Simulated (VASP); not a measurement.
A run of VASP 6.6.1:

File INCAR:

```
SYSTEM = Hf3Au
  PREC = Accurate
  ENCUT = 520
  EDIFF = 1E-6
  ISMEAR = 1
  SIGMA = 0.1
  LREAL = .FALSE.
  LASPH = .TRUE.
  NELM = 60
  ALGO = Normal
  ISIF = 2
  LWAVE = .FALSE.
  LCHARG = .FALSE.
  GGA = PS
  NBANDS = 28
```

File KPOINTS:

```
regular mesh
0
G
  5 5 5
  0 0 0
```

Contents of POSCAR:

```
Hf3Au
1.0
    4.2768998535      0.0000000000      0.0000000000
    0.0000000000      4.2768998535      0.0000000000
    0.0000000000      0.0000000000      4.2768998535
Hf Au
3 1
Direct
    0.5000000000      0.0000000000      0.0000000000
    0.0000000000      0.5000000000      0.0000000000
    0.0000000000      0.0000000000      0.5000000000
    0.5000000000      0.5000000000      0.5000000000
```

Potentials or basis: VASP PAW PBE potentials, release 64 (Hf_pv, Au).

Run with:

```bash
$ cat potpaw_PBE.64/Hf_pv/POTCAR potpaw_PBE.64/Au/POTCAR > POTCAR
$ mpirun -np 1 vasp_std > vasp.out
```

Hardware: 1 thread of AMD EPYC 7R13 Processor (Zen 3), on a shared host.

Question: How long does it take, and how much memory?

Answer: It took 18 s on 1 thread of AMD EPYC 7R13 Processor (Zen 3), on a shared host, peak memory 0.15 GiB. Counts: scf iterations 14, k points 10.
